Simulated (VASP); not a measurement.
# Pb (Fm-3m) in VASP: single point with PBE

Aim: the single point of Pb with PBE.

All numbers are computed with VASP 6.6.1; they aren't measurements. Logs are shortened: lines on timing, memory, paths and dates and some standing lists are left out, and cuts for length are marked.

### Step 1. The cell of the first run

It takes space group Fm-3m (No. 225, cubic). The conventional cell has a = 4.940 Å, b = 4.940 Å, c = 4.940 Å, α = 90.00°, β = 90.00°, γ = 90.00°. Pb (site symmetry m-3m) has 12 Pb at 3.49 Å within 4.6 Å.

### Step 2. Single point, PBE, non-collinear spin, zero start, spin-orbit coupling

Contents of INCAR:

```
ALGO = Normal
EDIFF = 1E-6
ENCUT = 520
GGA = PE
GGA_COMPAT = F
ISIF = 2
ISMEAR = -1
LASPH = T
LCHARG = F
LORBIT = 11
LORBMOM = T
LREAL = F
LSORBIT = T
LWAVE = F
MAGMOM = 0 0 0
NBANDS = 25
NELM = 150
PREC = Accurate
SIGMA = 0.05
```

Contents of KPOINTS:

```
k-points
0
Gamma
  12 12 12
```

Contents of POSCAR:

```
Pb
1.0
    0.0000000000      2.4698000000      2.4698000000
    2.4698000000      0.0000000000      2.4698000000
    2.4698000000      2.4698000000      0.0000000000
Pb
1
Direct
    0.0000000000      0.0000000000      0.0000000000
```

Potentials or basis: VASP PAW PBE potentials, release 64 (Pb_d).

The run is started by

```console
$ cat potpaw_PBE.64/Pb_d/POTCAR > POTCAR
$ mpirun -np 1 vasp_ncl > vasp.out
```

OUTCAR:

```text
EDIFF = 1E-6
   ENCUT = 520
   GGA = PE
   ISIF = 2
   ISMEAR = -1
   LASPH = T
   LORBIT = 11
   LREAL = F
   LSORBIT = T
   NELM = 150
   PREC = Accurate

 ion  position               nearest neighbor table
   1  0.000  0.000  0.000-

  LATTYP: Found a face centered cubic cell.
 ALAT       =     4.9396000000

  Lattice vectors:

 A1 = (   0.0000000000,   2.4698000000,   2.4698000000)
 A2 = (   2.4698000000,   0.0000000000,   2.4698000000)
 A3 = (   2.4698000000,   2.4698000000,   0.0000000000)

Analysis of symmetry for initial positions (statically):
=====================================================================
 Subroutine PRICEL returns:
 Original cell was already a primitive cell.

 Routine SETGRP: Setting up the symmetry group for a
 face centered cubic supercell.

 Subroutine GETGRP returns: Found 48 space group operations
 (whereof 48 operations were pure point group operations)
 out of a pool of 48 trial point group operations.

The static configuration has the point symmetry O_h .

Analysis of symmetry for dynamics (positions and initial velocities):
=====================================================================
 Subroutine PRICEL returns:
 Original cell was already a primitive cell.

 Routine SETGRP: Setting up the symmetry group for a
 face centered cubic supercell.

 Subroutine GETGRP returns: Found 48 space group operations
 (whereof 48 operations were pure point group operations)
 out of a pool of 48 trial point group operations.

The dynamic configuration has the point symmetry O_h .

Analysis of structural, dynamic, and magnetic symmetry:
=====================================================================
 Subroutine PRICEL returns:
 Original cell was already a primitive cell.

 Routine SETGRP: Setting up the symmetry group for a
 face centered cubic supercell.

 Subroutine GETGRP returns: Found 48 space group operations
 (whereof 48 operations were pure point group operations)
 out of a pool of 48 trial point group operations.

The overall configuration has the point symmetry O_h .

 Subroutine INISYM returns: Found 48 space group operations
 (whereof 48 operations are pure point group operations),
 and found     1 'primitive' translations

----------------------------------------------------------------------------------------

                                     Primitive cell

  volume of cell :      30.1311

  direct lattice vectors                    reciprocal lattice vectors
     0.000000000  2.469800000  2.469800000    -0.202445542  0.202445542  0.202445542
     2.469800000  0.000000000  2.469800000     0.202445542 -0.202445542  0.202445542
     2.469800000  2.469800000  0.000000000     0.202445542  0.202445542 -0.202445542

  length of vectors
     3.492824656  3.492824656  3.492824656     0.350645965  0.350645965  0.350645965

  position of ions in fractional coordinates (direct lattice)
     0.000000000  0.000000000  0.000000000

  ion indices of the primitive-cell ions
   primitive index   ion index
                 1           1

----------------------------------------------------------------------------------------

 KPOINTS: k-points

Automatic generation of k-mesh.
 Grid dimensions read from file:
 generate k-points for:   12   12   12

 Generating k-lattice:

  Cartesian coordinates                     Fractional coordinates (reciprocal lattice)
    -0.016870462  0.016870462  0.016870462     0.083333333  0.000000000  0.000000000
     0.016870462 -0.016870462  0.016870462     0.000000000  0.083333333  0.000000000
     0.016870462  0.016870462 -0.016870462     0.000000000  0.000000000  0.083333333

  Length of vectors
     0.029220497  0.029220497  0.029220497

  Shift w.r.t. Gamma in fractional coordinates (k-lattice)
     0.000000000  0.000000000  0.000000000

 Subroutine IBZKPT returns following result:
 ===========================================

 Found     72 irreducible k-points:

[... 36 lines left out ...]
   PREC   = accura    normal or accurate (medium, high low for compatibility)
   ISTART =      0    job   : 0-new  1-cont  2-samecut
   ICHARG =      2    charge: 1-file 2-atom 10-const
   ISPIN  =      1    spin polarized calculation?
   LNONCOLLINEAR =      T non collinear calculations
   LSORBIT =      T    spin-orbit coupling
   LASPH  =      T    aspherical Exc in radial PAW
   ENCUT  =  520.0 eV  38.22 Ry    6.18 a.u.   6.49  6.49  6.49*2*pi/ulx,y,z
   NELM   =    150;   NELMIN=  2; NELMDL= -5     # of ELM steps
   EDIFF  = 0.1E-05   stopping-criterion for ELM
   LREAL  =      F    real-space projection
[... 7 lines left out ...]
   TEBEG  =    0.0;   TEEND  =   0.0 temperature during run
   PSTRESS=    0.0 pullay stress
   NELECT =      14.0000    total number of electrons
   NUPDOWN=      -1.0000    fix difference up-down
   EMIN   =  10.00;   EMAX   =-10.00  energy-range for DOS
   EFERMI =   0.00;   METHOD = LEGACY
   ISMEAR =    -1;   SIGMA  =   0.05  broadening in eV -4-tet -1-fermi 0-gaus
   EFERMI_NEDOS =   21; number of points for ismear=-14 and -15
   IALGO  =     38    algorithm
   IMIX   =      4    mixing-type and parameters
     AMIX     =   0.40;   BMIX     =  1.00
     AMIX_MAG =   1.60;   BMIX_MAG =  1.00
  volume/ion in A,a.u.               =      30.13       203.33
  Fermi-wavevector in a.u.,A,eV,Ry     =   1.267980  2.396135 21.875082  1.607773
  Thomas-Fermi vector in A             =   2.401099
   LORBIT       =     11    0 simple, 1 ext, 2 COOP (PROOUT), +10 PAW based schemes
   GGA     = PE    functional components
   LHFCALC =     F    Hartree Fock is set to
   AEXX    =    0.0000 exact exchange contribution
   IVDW    =     0    specifies the selected vdW correction
   LEPSILON=     F    determine dielectric tensor
   LRPA    =     F    only Hartree local field effects (RPA)
  energy-cutoff  :      520.00
  volume of cell :       30.13
 maximum number of plane-waves:      1738
 NGX is ok and might be reduce to    28
   NGX = 13   NGY = 13   NGZ = 13

 number of electron      14.0000000 magnetization       0.0000000      0.0000000      0.0000000

 number of electron      13.9999999 magnetization       0.0000000     -0.0000000     -0.0000000

 number of electron      13.9999999 magnetization      -0.0000000      0.0000000      0.0000000

 Free energy of the ion-electron system (eV)
  ---------------------------------------------------
  ext. energy  EPLUGINS =         0.00000000
  ---------------------------------------------------
  free energy    TOTEN  =        -4.08182682 eV

  energy without entropy =       -4.07350327  energy(sigma->0) =       -4.07766505

 E-fermi :   7.3155     XC(G=0): -10.1930

 val. band max:        7.2938107123   @ k =  -0.3333   0.3333   0.1667
 cond. band min:       7.3371583181   @ k =  -0.3333   0.2500   0.0000
 fundamental gap:      0.0433476057
 Fermi energy:         7.3155035548

 k-point     1 :       0.0000    0.0000    0.0000
  band No.  band energies     occupation
      1     -11.1196      1.00000
      2     -11.1196      1.00000
      3     -11.1196      1.00000
      4     -11.1196      1.00000
      5      -8.6422      1.00000
      6      -8.6422      1.00000
[... 661 lines left out ...]
     24      20.1040      0.00000
     25      22.5315      0.00000

 [... further k-points ...]

------------------------ aborting loop because EDIFF is reached ----------------------------------------

  FORCE on cell =-STRESS in cart. coord.  units (eV):
  Direction    XX          YY          ZZ          XY          YZ          ZX
  --------------------------------------------------------------------------------------
  -------------------------------------------------------------------------------------
  Total        0.5694518      0.5694518      0.5694518      0.0000000     -0.0000000      0.0000000
  in kB       30.2797460     30.2797460     30.2797460      0.0000000     -0.0000000      0.0000000
  external PRESSURE =      30.2797460 kB  Pullay stress =       0.0000000 kB

 VOLUME and BASIS-vectors are now :
 -----------------------------------------------------------------------------
  energy-cutoff  :      520.00
  volume of cell :       30.13
      direct lattice vectors                 reciprocal lattice vectors
     0.000000000  2.469800000  2.469800000    -0.202445542  0.202445542  0.202445542
     2.469800000  0.000000000  2.469800000     0.202445542 -0.202445542  0.202445542
     2.469800000  2.469800000  0.000000000     0.202445542  0.202445542 -0.202445542

 POSITION                                       TOTAL-FORCE (eV/Angst)
 -----------------------------------------------------------------------------------
      0.00000      0.00000      0.00000        -0.000000      0.000000      0.000000
 -----------------------------------------------------------------------------------
    total drift:                               -0.000000     -0.000000     -0.000000

  FREE ENERGIE OF THE ION-ELECTRON SYSTEM (eV)
  ---------------------------------------------------
  free  energy   TOTEN  =        -4.0818268186 eV

  energy  without entropy=       -4.0735032742  energy(sigma->0) =       -4.07766505

 orbital moment (x)

 # of ion     p       d       tot
 ----------------------------------------
  1         0.000  -0.000  -0.000
 ----------------------------------------
            0.000  -0.000  -0.000

 orbital moment (y)

 # of ion     p       d       tot
 ----------------------------------------
  1         0.000  -0.000  -0.000
 ----------------------------------------
            0.000  -0.000  -0.000

 orbital moment (z)

 # of ion     p       d       tot
 ----------------------------------------
  1         0.000   0.000   0.000
 ----------------------------------------
            0.000   0.000   0.000

 Spin-Orbit-Coupling matrix elements

 Ion:    1  E_soc:     -1.1449737
 l=   1
     0.0000000    -0.1233056    -0.1233056
    -0.1233056     0.0000000    -0.1233056
    -0.1233056    -0.1233056     0.0000000
 l=   2
     0.0000000    -0.0135916     0.0000000    -0.0135916    -0.0539318
    -0.0135916     0.0000000    -0.0404488    -0.0135916    -0.0134829
     0.0000000    -0.0404488     0.0000000    -0.0404488     0.0000000
    -0.0135916    -0.0135916    -0.0404488     0.0000000    -0.0134829
    -0.0539318    -0.0134829     0.0000000    -0.0134829     0.0000000
 l=   3
     0.0000000     0.0000000     0.0000000     0.0000000     0.0000000     0.0000000     0.0000000
     0.0000000     0.0000000     0.0000000     0.0000000     0.0000000     0.0000000     0.0000000
     0.0000000     0.0000000     0.0000000     0.0000000     0.0000000     0.0000000     0.0000000
     0.0000000     0.0000000     0.0000000     0.0000000     0.0000000     0.0000000     0.0000000
     0.0000000     0.0000000     0.0000000     0.0000000     0.0000000     0.0000000     0.0000000
     0.0000000     0.0000000     0.0000000     0.0000000     0.0000000     0.0000000     0.0000000
     0.0000000     0.0000000     0.0000000     0.0000000     0.0000000     0.0000000     0.0000000

 total charge

# of ion       s       p       d       tot
------------------------------------------
    1        1.400   0.764   9.811  11.975

 magnetization (x)

# of ion       s       p       d       tot
------------------------------------------
    1       -0.000   0.000   0.000  -0.000

 magnetization (y)

# of ion       s       p       d       tot
------------------------------------------
    1       -0.000   0.000   0.000  -0.000

 magnetization (z)

# of ion       s       p       d       tot
------------------------------------------
    1       -0.000  -0.000  -0.000  -0.000
```

Run time: 58 s. Hardware: 1 thread of Intel Xeon 6975P-C (Granite Rapids), shared host; peak memory 0.28 GiB.

Results:

| Item | Value |
| --- | --- |
| Free energy | -4.0818 eV |
| Pressure | 3.0 GPa |
| Net moment | 0.00 μB per cell |
| Valence electrons inside the program's atomic spheres | Pb 11.97 |

Moments on the atoms (μB; x, y, z):
```
Pb  0.00 0.00 0.00
```
